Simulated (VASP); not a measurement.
# SiGe2N4: single point with PBE0

The system is SiGe2N4.

```
CELL_PARAMETERS angstrom
7.89334 0.00000 0.00124
0.00000 3.01974 0.00000
-3.94560 0.00000 6.84180
ATOMIC_POSITIONS crystal
Ge 0.60006 0.50000 0.82983
Ge 0.22654 0.50000 0.40185
Ge 0.16752 0.50000 0.76493
Ge 0.41253 0.00000 0.17461
Si 0.82594 0.00000 0.23671
Si 0.76556 0.00000 0.59033
N 0.33350 0.50000 0.66689
N 0.67720 0.00000 0.34045
N 0.69857 0.50000 0.65839
N 0.68236 0.00000 0.98257
N 0.01804 0.00000 0.70012
N 0.95866 0.50000 0.30158
N 0.29526 0.00000 0.32370
N 0.33827 0.50000 0.02804
```

```json
{"Program": "VASP 6.6.1", "Task": "single point", "Functional": "PBE0", "Potentials or basis": "VASP PAW PBE potentials, release 64 (Ge_d, Si, N)", "Cutoff": "520 eV", "k mesh": "2 × 6 × 2", "Occupations": "gaussian, width 0.01 eV", "Spin": "no spin polarisation", "Dipole correction": "no", "Grid for exact exchange (PRECFOCK)": "Fast", "Further INCAR settings": "ALGO = Normal; EDIFF = 1e-06; NBANDS = 65", "Share of exact exchange": "0.25"}
```

```
Pressure               : -1.5 GPa
Largest force          : 0.089 eV/Å
Band gap on the k mesh : 5.25 eV
```

Forces in eV/Å, atoms in the order of the input:
```
Ge  -0.027  0.000  0.026
Ge   0.024  0.000  0.017
Ge  -0.017  0.000 -0.010
Ge   0.020  0.000 -0.006
Si  -0.045  0.000  0.011
Si   0.056  0.000 -0.037
N   -0.001  0.000 -0.005
N   -0.049  0.000 -0.035
N   -0.018  0.000  0.044
N    0.002  0.000 -0.089
N    0.076  0.000  0.036
N    0.053  0.000 -0.011
N   -0.043  0.000  0.017
N   -0.032  0.000  0.043
```

Levels at points of the mesh, in eV from the valence-band top:
```
           k point  band 48  band 49  band 50  band 51  band 52  band 53  band 54  band 55  band 56  band 57
(0.00, 0.00, 0.00)    -0.94    -0.87    -0.48    -0.38     0.00     5.25     6.18     6.39     6.44     6.64
(0.50, 0.00, 0.00)    -1.42    -1.30    -0.53    -0.30    -0.02     5.95     6.48     6.63     6.74     6.97
(0.00, 0.50, 0.00)    -1.53    -1.46    -1.44    -1.33    -1.18     6.48     6.66     6.70     6.95     8.58
(0.50, 0.50, 0.00)    -1.80    -1.43    -1.33    -1.00    -0.89     6.09     6.53     7.51     7.85     8.12
(0.00, 0.00, 0.50)    -1.34    -1.28    -0.62    -0.29    -0.01     6.18     6.45     6.54     6.64     6.86
(0.50, 0.00, 0.50)    -1.27    -1.24    -0.62    -0.32     0.00     5.88     6.44     6.47     6.73     7.08
(0.00, 0.50, 0.50)    -1.65    -1.39    -1.29    -1.14    -0.96     6.36     6.80     7.46     7.53     8.29
(0.50, 0.50, 0.50)    -1.78    -1.39    -1.31    -1.08    -0.92     6.30     6.76     7.47     7.67     8.41
```

Wall time 31 min on 8 MPI ranks on Intel(R) Xeon(R) Platinum 8488C (Sapphire Rapids), on a shared host, peak memory 0.47 GiB a rank.

Caveat: the k points lie up to 0.46 Å⁻¹ apart; the PAW data sets were made with another functional, which shifts forces and pressure a little.
